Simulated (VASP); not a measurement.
# Sn (Fd-3m) in VASP: single point with revPBE

Aim: the single point of Sn with revPBE.

Everything below comes from runs of VASP 6.6.1. Logs are shortened: lines on timing, memory, paths and dates and some standing lists are left out, and cuts for length are marked.

## (1) The cell of the first run

Symmetry: Fd-3m, No. 227, cubic system. The conventional cell has a = 6.713 Å, b = 6.713 Å, c = 6.713 Å, α = 90.00°, β = 90.00°, γ = 90.00°. Within 3.8 Å of Sn (site symmetry -43m) lie 4 Sn at 2.91 Å.

## (2) Single point, revPBE

INCAR

```
ALGO = Normal ; EDIFF = 1E-6
ENCUT = 500 ; GGA = RE
GGA_COMPAT = F ; ISIF = 2
ISMEAR = -1 ; LASPH = T
LCHARG = F ; LREAL = F
LWAVE = F ; NBANDS = 21
NELM = 120 ; PREC = Accurate
SIGMA = 0.1
```

KPOINTS

```
k-points
0
Gamma
  4 4 4
```

POSCAR

```
Sn
1.0
    0.0000000000      3.3564550909      3.3564550909
    3.3564550909      0.0000000000      3.3564550909
    3.3564550909      3.3564550909      0.0000000000
Sn
2
Direct
    0.5000000000      0.5000000000      0.5000000000
    0.7500000000      0.7500000000      0.7500000000
```

Potentials or basis: VASP PAW PBE potentials, release 64 (Sn_d).

On the command line:

```
$ cat potpaw_PBE.64/Sn_d/POTCAR > POTCAR
$ mpirun -np 1 vasp_std > vasp.out
```

OUTCAR:

```text
EDIFF = 1E-6
   ENCUT = 500
   GGA = RE
   ISIF = 2
   ISMEAR = -1
   LASPH = T
   LREAL = F
   NELM = 120
   PREC = Accurate

 ion  position               nearest neighbor table
   1  0.500  0.500  0.500-   2 2.91   2 2.91   2 2.91   2 2.91
   2  0.750  0.750  0.750-   1 2.91   1 2.91   1 2.91   1 2.91

  LATTYP: Found a face centered cubic cell.
 ALAT       =     6.7129101818

  Lattice vectors:

 A1 = (   0.0000000000,   3.3564550909,   3.3564550909)
 A2 = (   3.3564550909,   0.0000000000,   3.3564550909)
 A3 = (   3.3564550909,   3.3564550909,   0.0000000000)

Analysis of symmetry for initial positions (statically):
=====================================================================
 Subroutine PRICEL returns:
 Original cell was already a primitive cell.

 Routine SETGRP: Setting up the symmetry group for a
 face centered cubic supercell.

 Subroutine GETGRP returns: Found 48 space group operations
 (whereof 24 operations were pure point group operations)
 out of a pool of 48 trial point group operations.

The static configuration has the point symmetry T_d .
 The point group associated with its full space group is O_h .

Analysis of symmetry for dynamics (positions and initial velocities):
=====================================================================
 Subroutine PRICEL returns:
 Original cell was already a primitive cell.

 Routine SETGRP: Setting up the symmetry group for a
 face centered cubic supercell.

 Subroutine GETGRP returns: Found 48 space group operations
 (whereof 24 operations were pure point group operations)
 out of a pool of 48 trial point group operations.

The dynamic configuration has the point symmetry T_d .
 The point group associated with its full space group is O_h .

 Subroutine INISYM returns: Found 48 space group operations
 (whereof 24 operations are pure point group operations),
 and found     1 'primitive' translations

----------------------------------------------------------------------------------------

                                     Primitive cell

  volume of cell :      75.6262

  direct lattice vectors                    reciprocal lattice vectors
     0.000000000  3.356455091  3.356455091    -0.148966689  0.148966689  0.148966689
     3.356455091  0.000000000  3.356455091     0.148966689 -0.148966689  0.148966689
     3.356455091  3.356455091  0.000000000     0.148966689  0.148966689 -0.148966689

  length of vectors
     4.746744311  4.746744311  4.746744311     0.258017873  0.258017873  0.258017873

  position of ions in fractional coordinates (direct lattice)
     0.500000000  0.500000000  0.500000000
     0.750000000  0.750000000  0.750000000

  ion indices of the primitive-cell ions
   primitive index   ion index
                 1           1
                 2           2

----------------------------------------------------------------------------------------

 KPOINTS: k-points

Automatic generation of k-mesh.
 Grid dimensions read from file:
 generate k-points for:    4    4    4

 Generating k-lattice:

  Cartesian coordinates                     Fractional coordinates (reciprocal lattice)
    -0.037241672  0.037241672  0.037241672     0.250000000  0.000000000  0.000000000
     0.037241672 -0.037241672  0.037241672     0.000000000  0.250000000  0.000000000
     0.037241672  0.037241672 -0.037241672     0.000000000  0.000000000  0.250000000

  Length of vectors
     0.064504468  0.064504468  0.064504468

  Shift w.r.t. Gamma in fractional coordinates (k-lattice)
     0.000000000  0.000000000  0.000000000

 Subroutine IBZKPT returns following result:
 ===========================================

 Found      8 irreducible k-points:

 Following reciprocal coordinates:
            Coordinates               Weight
  0.000000  0.000000  0.000000      1.000000
  0.250000  0.000000  0.000000      8.000000
  0.500000  0.000000  0.000000      4.000000
  0.250000  0.250000  0.000000      6.000000
  0.500000  0.250000  0.000000     24.000000
 -0.250000  0.250000  0.000000     12.000000
  0.500000  0.500000  0.000000      3.000000
 -0.250000  0.500000  0.250000      6.000000
   k-points           NKPTS =      8   k-points in BZ     NKDIM =      8   number of bands    NBANDS=     21
   number of dos      NEDOS =    301   number of ions     NIONS =      2
   total plane-waves  NPLWV =  46656
   dimension x,y,z NGX =    36 NGY =   36 NGZ =   36
   dimension x,y,z NGXF=    72 NGYF=   72 NGZF=   72
   ions per type =               2
   NGX,Y,Z   is equivalent  to a cutoff of  12.61, 12.61, 12.61 a.u.
   NGXF,Y,Z  is equivalent  to a cutoff of  25.22, 25.22, 25.22 a.u.
 SYSTEM =  unknown system
   PREC   = accura    normal or accurate (medium, high low for compatibility)
   ISTART =      0    job   : 0-new  1-cont  2-samecut
   ICHARG =      2    charge: 1-file 2-atom 10-const
   ISPIN  =      1    spin polarized calculation?
   LNONCOLLINEAR =      F non collinear calculations
   LSORBIT =      F    spin-orbit coupling
   LASPH  =      T    aspherical Exc in radial PAW
   ENCUT  =  500.0 eV  36.75 Ry    6.06 a.u.   8.65  8.65  8.65*2*pi/ulx,y,z
   NELM   =    120;   NELMIN=  2; NELMDL= -5     # of ELM steps
   EDIFF  = 0.1E-05   stopping-criterion for ELM
   LREAL  =      F    real-space projection
   EDIFFG = 0.1E-04   stopping-criterion for IOM
   NSW    =      0    number of steps for IOM
   IBRION =     -1    ionic relax: 0-MD 1-quasi-New 2-CG
   NFREE  =      0    steps in history (QN), initial steepest desc. (CG)
   ISIF   =      2    stress and relaxation
   ISYM   =      2    0-nonsym 1-usesym 2-fastsym
   POTIM  = 0.5000    time-step for ionic-motion
   TEBEG  =    0.0;   TEEND  =   0.0 temperature during run
   PSTRESS=    0.0 pullay stress
   NELECT =      28.0000    total number of electrons
   NUPDOWN=      -1.0000    fix difference up-down
   EMIN   =  10.00;   EMAX   =-10.00  energy-range for DOS
   EFERMI =   0.00;   METHOD = LEGACY
   ISMEAR =    -1;   SIGMA  =   0.10  broadening in eV -4-tet -1-fermi 0-gaus
   EFERMI_NEDOS =   21; number of points for ismear=-14 and -15
   IALGO  =     38    algorithm
   IMIX   =      4    mixing-type and parameters
     AMIX     =   0.40;   BMIX     =  1.00
     AMIX_MAG =   1.60;   BMIX_MAG =  1.00
  volume/ion in A,a.u.               =      37.81       255.18
  Fermi-wavevector in a.u.,A,eV,Ry     =   1.175538  2.221445 18.801749  1.381890
  Thomas-Fermi vector in A             =   2.311917
   LORBIT       =      0    0 simple, 1 ext, 2 COOP (PROOUT), +10 PAW based schemes
   GGA     = RE    functional components
   LHFCALC =     F    Hartree Fock is set to
   AEXX    =    0.0000 exact exchange contribution
   IVDW    =     0    specifies the selected vdW correction
   LEPSILON=     F    determine dielectric tensor
   LRPA    =     F    only Hartree local field effects (RPA)
 non-spin polarized calculation
  energy-cutoff  :      500.00
  volume of cell :       75.63
 maximum number of plane-waves:      1928
 NGX is ok and might be reduce to    36
   NGX = 17   NGY = 17   NGZ = 17

 number of electron      28.0000017 magnetization

 Free energy of the ion-electron system (eV)
  ---------------------------------------------------
  ext. energy  EPLUGINS =         0.00000000
  ---------------------------------------------------
  free energy    TOTEN  =        -6.97863266 eV

  energy without entropy =       -6.96007967  energy(sigma->0) =       -6.96935617

 E-fermi :   4.5878     XC(G=0):  -8.2705

 val. band max:        4.1714480354   @ k =   0.2500   0.0000   0.0000
 cond. band min:       4.6104992324   @ k =   0.5000   0.0000   0.0000
 fundamental gap:      0.4390511970
 Fermi energy:         4.5878038131

 k-point     1 :       0.0000    0.0000    0.0000
  band No.  band energies     occupation
      1     -16.7866      2.00000
      2     -16.7866      2.00000
      3     -16.7866      2.00000
      4     -16.7414      2.00000
      5     -16.7414      2.00000
      6     -16.5068      2.00000
[... 13 lines left out ...]
     20      12.4308      0.00000
     21      12.4308      0.00000

 k-point     2 :       0.2500    0.0000    0.0000
  band No.  band energies     occupation
      1     -16.8059      2.00000
      2     -16.8059      2.00000
      3     -16.7762      2.00000
      4     -16.7120      2.00000
      5     -16.7120      2.00000
      6     -16.5440      2.00000
[... 13 lines left out ...]
     20      11.5380      0.00000
     21      11.5380      0.00000

 k-point     3 :       0.5000    0.0000    0.0000
  band No.  band energies     occupation
      1     -16.8143      2.00000
      2     -16.8143      2.00000
      3     -16.7649      2.00000
      4     -16.6958      2.00000
      5     -16.6958      2.00000
      6     -16.5574      2.00000
[... 13 lines left out ...]
     20      12.9831      0.00000
     21      13.2560      0.00000

 k-point     4 :       0.2500    0.2500    0.0000
  band No.  band energies     occupation
      1     -16.8079      2.00000
      2     -16.8079      2.00000
      3     -16.7872      2.00000
      4     -16.7064      2.00000
      5     -16.6703      2.00000
      6     -16.6042      2.00000
[... 13 lines left out ...]
     20      12.5692      0.00000
     21      13.1042      0.00000

 k-point     5 :       0.5000    0.2500    0.0000
  band No.  band energies     occupation
      1     -16.8361      2.00000
      2     -16.8215      2.00000
      3     -16.7398      2.00000
      4     -16.6694      2.00000
      5     -16.6473      2.00000
      6     -16.6258      2.00000
[... 13 lines left out ...]
     20      13.5083      0.00000
     21      13.5805      0.00000

 k-point     6 :      -0.2500    0.2500    0.0000
  band No.  band energies     occupation
      1     -16.8313      2.00000
      2     -16.8222      2.00000
      3     -16.7364      2.00000
      4     -16.6938      2.00000
      5     -16.6675      2.00000
      6     -16.5882      2.00000
[... 13 lines left out ...]
     20      12.1538      0.00000
     21      13.8072      0.00000

 k-point     7 :       0.5000    0.5000    0.0000
  band No.  band energies     occupation
      1     -16.8262      2.00000
      2     -16.8262      2.00000
      3     -16.7206      2.00000
      4     -16.7206      2.00000
      5     -16.6227      2.00000
      6     -16.6227      2.00000
[... 13 lines left out ...]
     20      13.4467      0.00000
     21      14.7880      0.00000

 k-point     8 :      -0.2500    0.5000    0.2500
  band No.  band energies     occupation
      1     -16.8387      2.00000
      2     -16.8387      2.00000
      3     -16.6786      2.00000
      4     -16.6786      2.00000
      5     -16.6284      2.00000
      6     -16.6284      2.00000
[... 13 lines left out ...]
     20      13.2552      0.00000
     21      14.5579      0.00000

------------------------ aborting loop because EDIFF is reached ----------------------------------------

  FORCE on cell =-STRESS in cart. coord.  units (eV):
  Direction    XX          YY          ZZ          XY          YZ          ZX
  --------------------------------------------------------------------------------------
  -------------------------------------------------------------------------------------
  Total        0.2159462      0.2159462      0.2159462      0.0000000      0.0000000      0.0000000
  in kB        4.5749213      4.5749213      4.5749213      0.0000000      0.0000000      0.0000000
  external PRESSURE =       4.5749213 kB  Pullay stress =       0.0000000 kB

 VOLUME and BASIS-vectors are now :
 -----------------------------------------------------------------------------
  energy-cutoff  :      500.00
  volume of cell :       75.63
      direct lattice vectors                 reciprocal lattice vectors
     0.000000000  3.356455091  3.356455091    -0.148966689  0.148966689  0.148966689
     3.356455091  0.000000000  3.356455091     0.148966689 -0.148966689  0.148966689
     3.356455091  3.356455091  0.000000000     0.148966689  0.148966689 -0.148966689

 POSITION                                       TOTAL-FORCE (eV/Angst)
 -----------------------------------------------------------------------------------
      3.35646      3.35646      3.35646        -0.000000      0.000000      0.000000
      5.03468      5.03468      5.03468         0.000000     -0.000000     -0.000000
 -----------------------------------------------------------------------------------
    total drift:                                0.000000      0.000000      0.000000

  FREE ENERGIE OF THE ION-ELECTRON SYSTEM (eV)
  ---------------------------------------------------
  free  energy   TOTEN  =        -6.9786326614 eV

  energy  without entropy=       -6.9600796689  energy(sigma->0) =       -6.96935617
```

Run time: 8.4 s. Hardware: 1 thread of AMD EPYC 9R45 (Zen 5), shared host; peak memory 0.17 GiB.

Results:

* Free energy: -6.9786 eV
* Pressure: 0.5 GPa
* Band gap on the k mesh: zero (band 14 reaches 4.83 eV, above the bottom of band 15 at 4.61 eV)

Caveat: the k points lie up to 0.41 Å⁻¹ apart; the PAW data sets were made with another functional, which shifts forces and pressure a little; spin-orbit coupling is left out, which moves the levels of the heavy elements.
